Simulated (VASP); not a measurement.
# ZnS (P3m1) in VASP: a series of runs

The runs below take ZnS through single point, with r2SCAN.

Program: VASP 6.6.1. These are calculated values, not measurements. Logs are shortened: lines on timing, memory, paths and dates and some standing lists are left out, and cuts for length are marked.

## 1. The cell of the first run

Symmetry: P3m1, No. 156, trigonal system. Conventional cell: a = 3.809 Å, b = 3.809 Å, c = 12.466 Å, α = 90.00°, β = 90.00°, γ = 120.00°. Within 2.8 Å of Zn (site symmetry 3m) lie 4 S at 2.08 to 2.36 Å. Within 3.0 Å of Zn (site symmetry 3m) lie 4 S at 2.31 to 2.58 Å. Within 3.1 Å of Zn (site symmetry 3m) lie 4 S at 2.33 to 2.42 Å. Zn (site symmetry 3m) has 4 S at 2.27 to 2.34 Å within 3.0 Å. Within 2.8 Å of S (site symmetry 3m) lie 4 Zn at 2.08 to 2.42 Å. S (site symmetry 3m) has 4 Zn at 2.27 to 2.58 Å within 3.0 Å. Within 3.0 Å of S (site symmetry 3m) lie 4 Zn at 2.31 to 2.33 Å. S (site symmetry 3m) has 4 Zn at 2.34 to 2.36 Å within 3.1 Å.

## 2. Single point, r2SCAN (mode 24 (340.4 1/cm) frozen in, largest displacement +0.188 Å)

POSCAR reads:

```
ZnS
1.0
    3.8087369152      0.0000000000      0.0000000000
   -1.9043684576      3.2984629249      0.0000000000
    0.0000000000      0.0000000000     12.4664651431
Zn S
4 4
Direct
    0.0000000000      0.0000000000      0.0049605901
    0.0000000000      0.0000000000      0.4952681947
    0.3333333333      0.6666666667      0.2524008300
    0.6666666667      0.3333333333      0.7477404048
    0.0000000000      0.0000000000      0.1721957935
    0.0000000000      0.0000000000      0.7022764937
    0.3333333333      0.6666666667      0.4396473657
    0.6666666667      0.3333333333      0.9355103275
```

INCAR.step1 reads:

```
PREC = Accurate
ENCUT = 520
ISMEAR = 0
SIGMA = 0.05
LREAL = False
LASPH = True
NELM = 100
NBANDS = 46
GGA = PE
ALGO = Normal
EDIFF = 1E-4
LWAVE = True
LCHARG = False
```

INCAR.step2 reads:

```
PREC = Accurate
ENCUT = 520
EDIFF = 1E-6
ISMEAR = 0
SIGMA = 0.05
LREAL = False
LASPH = True
NELM = 100
ALGO = Normal
ISIF = 2
LWAVE = False
LCHARG = False
METAGGA = R2SCAN
LMIXTAU = True
NBANDS = 46
ISTART = 1
```

KPOINTS reads:

```
Automatic mesh
0
Gamma
  6 6 2
```

Potentials or basis: VASP PAW PBE potentials, release 64 (Zn, S).

Started as:

```console
$ cat potpaw_PBE.64/Zn/POTCAR potpaw_PBE.64/S/POTCAR > POTCAR
$ cp INCAR.step1 INCAR
$ mpirun -np 1 vasp_std > vasp.out
$ cp INCAR.step2 INCAR
$ mpirun -np 1 vasp_std > vasp.out
```

OUTCAR:

```text
PREC = Accurate
   ENCUT = 520
   EDIFF = 1E-6
   ISMEAR = 0
   LREAL = False
   LASPH = True
   NELM = 100
   ISIF = 2
   METAGGA = R2SCAN
   ISTART = 1

 ion  position               nearest neighbor table
   1  0.000  0.000  0.005-   5 2.08   8 2.36   8 2.36   8 2.36
   2  0.000  0.000  0.495-   7 2.31   7 2.31   7 2.31   6 2.58
   3  0.333  0.667  0.252-   7 2.33   5 2.42   5 2.42   5 2.42
   4  0.667  0.333  0.748-   6 2.27   6 2.27   6 2.27   8 2.34
   5  0.000  0.000  0.172-   1 2.08   3 2.42   3 2.42   3 2.42
   6  0.000  0.000  0.702-   4 2.27   4 2.27   4 2.27   2 2.58
   7  0.333  0.667  0.440-   2 2.31   2 2.31   2 2.31   3 2.33
   8  0.667  0.333  0.936-   4 2.34   1 2.36   1 2.36   1 2.36

  LATTYP: Found a hexagonal cell.
 ALAT       =     3.8087369152
 C/A-ratio  =     3.2731231956

  Lattice vectors:

 A1 = (   3.8087369152,   0.0000000000,   0.0000000000)
 A2 = (  -1.9043684576,   3.2984629249,   0.0000000000)
 A3 = (   0.0000000000,   0.0000000000,  12.4664651431)

Analysis of symmetry for initial positions (statically):
=====================================================================
 Subroutine PRICEL returns:
 Original cell was already a primitive cell.

 Routine SETGRP: Setting up the symmetry group for a
 hexagonal supercell.

 Subroutine GETGRP returns: Found  6 space group operations
 (whereof  6 operations were pure point group operations)
 out of a pool of 24 trial point group operations.

The static configuration has the point symmetry C_3v.

Analysis of symmetry for dynamics (positions and initial velocities):
=====================================================================
 Subroutine PRICEL returns:
 Original cell was already a primitive cell.

 Routine SETGRP: Setting up the symmetry group for a
 hexagonal supercell.

 Subroutine GETGRP returns: Found  6 space group operations
 (whereof  6 operations were pure point group operations)
 out of a pool of 24 trial point group operations.

The dynamic configuration has the point symmetry C_3v.

 Subroutine INISYM returns: Found  6 space group operations
 (whereof  6 operations are pure point group operations),
 and found     1 'primitive' translations

----------------------------------------------------------------------------------------

                                     Primitive cell

  volume of cell :     156.6159

  direct lattice vectors                    reciprocal lattice vectors
     3.808736915  0.000000000  0.000000000     0.262554233  0.151585757  0.000000000
    -1.904368458  3.298462925  0.000000000     0.000000000  0.303171514  0.000000000
     0.000000000  0.000000000 12.466465143     0.000000000  0.000000000  0.080215200

  length of vectors
     3.808736915  3.808736915 12.466465143     0.303171514  0.303171514  0.080215200

  position of ions in fractional coordinates (direct lattice)
     0.000000000  0.000000000  0.004960590
     0.000000000  0.000000000  0.495268195
     0.333333333  0.666666667  0.252400830
     0.666666667  0.333333333  0.747740405
     0.000000000  0.000000000  0.172195794
     0.000000000  0.000000000  0.702276494
     0.333333333  0.666666667  0.439647366
     0.666666667  0.333333333  0.935510327

  ion indices of the primitive-cell ions
   primitive index   ion index
                 1           1
                 2           2
                 3           3
                 4           4
                 5           5
                 6           6
                 7           7
                 8           8

----------------------------------------------------------------------------------------

 KPOINTS: Automatic mesh

Automatic generation of k-mesh.
 Grid dimensions read from file:
 generate k-points for:    6    6    2

 Generating k-lattice:

  Cartesian coordinates                     Fractional coordinates (reciprocal lattice)
     0.043759039  0.025264293  0.000000000     0.166666667  0.000000000  0.000000000
     0.000000000  0.050528586  0.000000000     0.000000000  0.166666667  0.000000000
     0.000000000  0.000000000  0.040107600     0.000000000  0.000000000  0.500000000

  Length of vectors
     0.050528586  0.050528586  0.040107600

  Shift w.r.t. Gamma in fractional coordinates (k-lattice)
     0.000000000  0.000000000  0.000000000

 Subroutine IBZKPT returns following result:
 ===========================================

 Found     14 irreducible k-points:

 Following reciprocal coordinates:
            Coordinates               Weight
  0.000000  0.000000  0.000000      1.000000
  0.166667  0.000000  0.000000      6.000000
  0.333333  0.000000  0.000000      6.000000
  0.500000  0.000000  0.000000      3.000000
  0.166667  0.166667  0.000000      6.000000
  0.333333  0.166667  0.000000     12.000000
  0.333333  0.333333  0.000000      2.000000
  0.000000  0.000000  0.500000      1.000000
  0.166667  0.000000  0.500000      6.000000
  0.333333  0.000000  0.500000      6.000000
  0.500000  0.000000  0.500000      3.000000
  0.166667  0.166667  0.500000      6.000000
  0.333333  0.166667  0.500000     12.000000
  0.333333  0.333333  0.500000      2.000000
   k-points           NKPTS =     14   k-points in BZ     NKDIM =     14   number of bands    NBANDS=     46
   number of dos      NEDOS =    301   number of ions     NIONS =      8
   total plane-waves  NPLWV =  75264
   dimension x,y,z NGX =    28 NGY =   28 NGZ =   96
   dimension x,y,z NGXF=    56 NGYF=   56 NGZF=  192
   ions per type =               4   4
   NGX,Y,Z   is equivalent  to a cutoff of  12.22, 12.22, 12.80 a.u.
   NGXF,Y,Z  is equivalent  to a cutoff of  24.44, 24.44, 25.60 a.u.
 SYSTEM =  unknown system
   PREC   = accura    normal or accurate (medium, high low for compatibility)
   ISTART =      1    job   : 0-new  1-cont  2-samecut
   ICHARG =      0    charge: 1-file 2-atom 10-const
   ISPIN  =      1    spin polarized calculation?
   LNONCOLLINEAR =      F non collinear calculations
   LSORBIT =      F    spin-orbit coupling
   LASPH  =      T    aspherical Exc in radial PAW
   ENCUT  =  520.0 eV  38.22 Ry    6.18 a.u.   7.08  7.08 23.18*2*pi/ulx,y,z
   NELM   =    100;   NELMIN=  2; NELMDL=  0     # of ELM steps
   EDIFF  = 0.1E-05   stopping-criterion for ELM
   LREAL  =      F    real-space projection
   EDIFFG = 0.1E-04   stopping-criterion for IOM
   NSW    =      0    number of steps for IOM
   IBRION =     -1    ionic relax: 0-MD 1-quasi-New 2-CG
   NFREE  =      0    steps in history (QN), initial steepest desc. (CG)
   ISIF   =      2    stress and relaxation
   ISYM   =      2    0-nonsym 1-usesym 2-fastsym
   POTIM  = 0.5000    time-step for ionic-motion
   TEBEG  =    0.0;   TEEND  =   0.0 temperature during run
   PSTRESS=    0.0 pullay stress
   NELECT =      72.0000    total number of electrons
   NUPDOWN=      -1.0000    fix difference up-down
   EMIN   =  10.00;   EMAX   =-10.00  energy-range for DOS
   EFERMI =   0.00;   METHOD = LEGACY
   ISMEAR =     0;   SIGMA  =   0.05  broadening in eV -4-tet -1-fermi 0-gaus
   EFERMI_NEDOS =   21; number of points for ismear=-14 and -15
   IALGO  =     38    algorithm
   IMIX   =      4    mixing-type and parameters
     AMIX     =   0.40;   BMIX     =  1.00
     AMIX_MAG =   1.60;   BMIX_MAG =  1.00
  volume/ion in A,a.u.               =      19.58       132.11
  Fermi-wavevector in a.u.,A,eV,Ry     =   1.263495  2.387660 21.720624  1.596421
  Thomas-Fermi vector in A             =   2.396849
   LORBIT       =      0    0 simple, 1 ext, 2 COOP (PROOUT), +10 PAW based schemes
   METAGGA = R2SCAN    functional components
   LHFCALC =     F    Hartree Fock is set to
   AEXX    =    0.0000 exact exchange contribution
   IVDW    =     0    specifies the selected vdW correction
   LEPSILON=     F    determine dielectric tensor
   LRPA    =     F    only Hartree local field effects (RPA)
 non-spin polarized calculation
 Gauss-broadening in eV      SIGMA  =   0.05
  energy-cutoff  :      520.00
  volume of cell :      156.62
 maximum number of plane-waves:      4251
   NGX = 15   NGY = 15   NGZ = 47

 number of electron      71.9999998 magnetization

 Free energy of the ion-electron system (eV)
  ---------------------------------------------------
  ext. energy  EPLUGINS =         0.00000000
  ---------------------------------------------------
  free energy    TOTEN  =       -74.80776082 eV

  energy without entropy =      -74.80776082  energy(sigma->0) =      -74.80776082

 E-fermi :   2.5436     XC(G=0): -10.3178

 val. band max:        2.3298055777   @ k =   0.0000   0.0000   0.0000
 cond. band min:       4.3865573974   @ k =   0.0000   0.0000   0.0000
 fundamental gap:      2.0567518197
 Fermi energy:         2.5435962003

 k-point     1 :       0.0000    0.0000    0.0000
  band No.  band energies     occupation
      1     -12.2317      2.00000
      2     -11.5579      2.00000
      3     -11.3549      2.00000
      4     -10.3968      2.00000
      5      -5.2038      2.00000
      6      -5.2037      2.00000
[... 38 lines left out ...]
     45       8.9983      0.00000
     46       8.9984      0.00000

 k-point     2 :       0.1667    0.0000    0.0000
  band No.  band energies     occupation
      1     -12.0663      2.00000
      2     -11.4091      2.00000
      3     -11.1899      2.00000
      4     -10.2819      2.00000
      5      -5.2020      2.00000
      6      -5.1488      2.00000
[... 38 lines left out ...]
     45       9.0246      0.00000
     46       9.2881      0.00000

 k-point     3 :       0.3333    0.0000    0.0000
  band No.  band energies     occupation
      1     -11.6971      2.00000
      2     -11.0845      2.00000
      3     -10.8160      2.00000
      4     -10.0483      2.00000
      5      -5.1566      2.00000
      6      -5.0382      2.00000
[... 528 lines left out ...]
     45       9.7655      0.00000
     46      10.1127      0.00000

 k-point    14 :       0.3333    0.3333    0.5000
  band No.  band energies     occupation
      1     -11.3893      2.00000
      2     -10.8209      2.00000
      3     -10.4906      2.00000
      4      -9.8809      2.00000
      5      -5.0105      2.00000
      6      -4.8686      2.00000
[... 38 lines left out ...]
     45       9.7002      0.00000
     46      10.4227      0.00000

------------------------ aborting loop because EDIFF is reached ----------------------------------------

  FORCE on cell =-STRESS in cart. coord.  units (eV):
  Direction    XX          YY          ZZ          XY          YZ          ZX
  --------------------------------------------------------------------------------------
  -------------------------------------------------------------------------------------
  Total        0.3416073      0.3416073      2.7943693      0.0000000      0.0000000      0.0000000
  in kB        3.4946349      3.4946349     28.5863343      0.0000000      0.0000000      0.0000000
  external PRESSURE =      11.8585347 kB  Pullay stress =       0.0000000 kB

 VOLUME and BASIS-vectors are now :
 -----------------------------------------------------------------------------
  energy-cutoff  :      520.00
  volume of cell :      156.62
      direct lattice vectors                 reciprocal lattice vectors
     3.808736915  0.000000000  0.000000000     0.262554233  0.151585757  0.000000000
    -1.904368458  3.298462925  0.000000000     0.000000000  0.303171514  0.000000000
     0.000000000  0.000000000 12.466465143     0.000000000  0.000000000  0.080215200

 POSITION                                       TOTAL-FORCE (eV/Angst)
 -----------------------------------------------------------------------------------
      0.00000      0.00000      0.06184        -0.000000      0.000000     -2.746190
      0.00000      0.00000      6.17424         0.000000      0.000000      1.135759
     -0.00000      2.19898      3.14655        -0.000000      0.000000     -0.872320
      1.90437      1.09949      9.32168         0.000000     -0.000000      0.669761
      0.00000      0.00000      2.14667        -0.000000      0.000000      3.680540
      0.00000      0.00000      8.75491        -0.000000      0.000000     -1.896341
     -0.00000      2.19898      5.48085        -0.000000      0.000000     -0.330196
      1.90437      1.09949     11.66251        -0.000000      0.000000      0.358988
 -----------------------------------------------------------------------------------
    total drift:                                0.000016     -0.000011      0.056818

  FREE ENERGIE OF THE ION-ELECTRON SYSTEM (eV)
  ---------------------------------------------------
  free  energy   TOTEN  =       -74.8077608214 eV

  energy  without entropy=      -74.8077608214  energy(sigma->0) =      -74.80776082
```

It took 5.6 min on 1 thread of Intel Xeon 6975P-C, shared host; peak memory 0.33 GiB.

What came out:

- Free energy: -74.8078 eV
- Pressure: 1.2 GPa
- Largest force: 3.681 eV/Å
- Band gap on the k mesh: 2.06 eV, direct

Forces in eV/Å, atoms in the order of the input:
```
Zn   0.000  0.000 -2.746
Zn   0.000  0.000  1.136
Zn   0.000  0.000 -0.872
Zn   0.000  0.000  0.670
S    0.000  0.000  3.681
S    0.000  0.000 -1.896
S    0.000  0.000 -0.330
S    0.000  0.000  0.359
```

Levels at points of the mesh, in eV from the valence-band top:
| k point | band 32 | band 33 | band 34 | band 35 | band 36 | band 37 | band 38 | band 39 | band 40 | band 41 |
| --- | --- | --- | --- | --- | --- | --- | --- | --- | --- | --- |
| (0.00, 0.00, 0.00) | -0.78 | -0.78 | -0.30 | 0.00 | 0.00 | 2.06 | 2.99 | 3.65 | 4.24 | 5.95 |
| (0.50, 0.00, 0.00) | -2.23 | -2.04 | -1.87 | -1.29 | -0.90 | 2.91 | 3.24 | 3.64 | 4.43 | 4.89 |
| (0.00, 0.00, 0.50) | -1.04 | -0.73 | -0.73 | -0.01 | -0.01 | 2.49 | 3.14 | 3.43 | 4.12 | 5.63 |
| (0.50, 0.00, 0.50) | -2.40 | -2.01 | -1.88 | -1.49 | -0.94 | 3.13 | 3.63 | 3.80 | 4.24 | 4.47 |

Caveat: the cell differs from its parent crystal (mode 24 (340.4 1/cm) frozen in, largest displacement +0.188 Å); the PAW data sets were made with another functional, which shifts forces and pressure a little.

## 3. Single point, r2SCAN (mode 24 (340.4 1/cm) frozen in, largest displacement +0.113 Å)

POSCAR reads:

```
ZnS
1.0
    3.8087369152      0.0000000000      0.0000000000
   -1.9043684576      3.2984629249      0.0000000000
    0.0000000000      0.0000000000     12.4664651431
Zn S
4 4
Direct
    0.0000000000      0.0000000000      0.0030221110
    0.0000000000      0.0000000000      0.4972066738
    0.3333333333      0.6666666667      0.2514687450
    0.6666666667      0.3333333333      0.7486724898
    0.0000000000      0.0000000000      0.1782119336
    0.0000000000      0.0000000000      0.6962603536
    0.3333333333      0.6666666667      0.4388199580
    0.6666666667      0.3333333333      0.9363377352
```

INCAR.step1 reads:

```
SYSTEM = ZnS
ALGO = Normal
EDIFF = 1E-4
ENCUT = 520
GGA = PE
ISMEAR = 0
LASPH = .TRUE.
LCHARG = .FALSE.
LREAL = .FALSE.
LWAVE = .TRUE.
NBANDS = 46
NELM = 80
PREC = Accurate
SIGMA = 0.05
```

INCAR.step2 reads:

```
SYSTEM = ZnS
ALGO = Normal
EDIFF = 1E-6
ENCUT = 520
ISIF = 2
ISMEAR = 0
ISTART = 1
LASPH = .TRUE.
LCHARG = .FALSE.
LMIXTAU = .TRUE.
LREAL = .FALSE.
LWAVE = .FALSE.
METAGGA = R2SCAN
NBANDS = 46
NELM = 80
PREC = Accurate
SIGMA = 0.05
```

KPOINTS reads:

```
k-points
0
G
  6 6 2
  0 0 0
```

Potentials or basis: VASP PAW PBE potentials, release 64 (Zn, S).

Started as:

```console
$ cat potpaw_PBE.64/Zn/POTCAR potpaw_PBE.64/S/POTCAR > POTCAR
$ cp INCAR.step1 INCAR
$ mpirun -np 1 vasp_std > vasp.out
$ cp INCAR.step2 INCAR
$ mpirun -np 1 vasp_std > vasp.out
```

Wall time 5.5 min (1 thread of Intel Xeon 6975P-C, shared host); peak memory 0.32 GiB.

It converged, with:

```
Free energy            : -75.2262 eV
Pressure               : 0.4 GPa
Largest force          : 1.895 eV/Å
Band gap on the k mesh : 2.45 eV, direct
```

Forces in eV/Å, atoms in the order of the input:
```
Zn   0.000  0.000 -1.320
Zn   0.000  0.000  0.793
Zn   0.000  0.000 -0.521
Zn   0.000  0.000  0.433
S    0.000  0.000  1.895
S    0.000  0.000 -1.284
S    0.000  0.000 -0.207
S    0.000  0.000  0.211
```

Stress tensor (GPa, compression positive):
```
0.12 0.00 0.00
0.00 0.12 0.00
0.00 0.00 0.99
```

Levels at points of the mesh, in eV from the valence-band top:
```csv
k point,band 34,band 35,band 36,band 37,band 38,band 39
"(0.00, 0.00, 0.00)",-0.18,0.00,0.00,2.45,3.34,3.81
"(0.50, 0.00, 0.00)",-1.77,-1.23,-0.92,3.34,3.55,3.93
"(0.00, 0.00, 0.50)",-0.52,-0.03,-0.03,3.01,3.40,3.59
"(0.50, 0.00, 0.50)",-1.59,-1.49,-0.98,3.60,3.97,4.09
```

Caveat: the cell differs from its parent crystal (mode 24 (340.4 1/cm) frozen in, largest displacement +0.113 Å); the PAW data sets were made with another functional, which shifts forces and pressure a little.
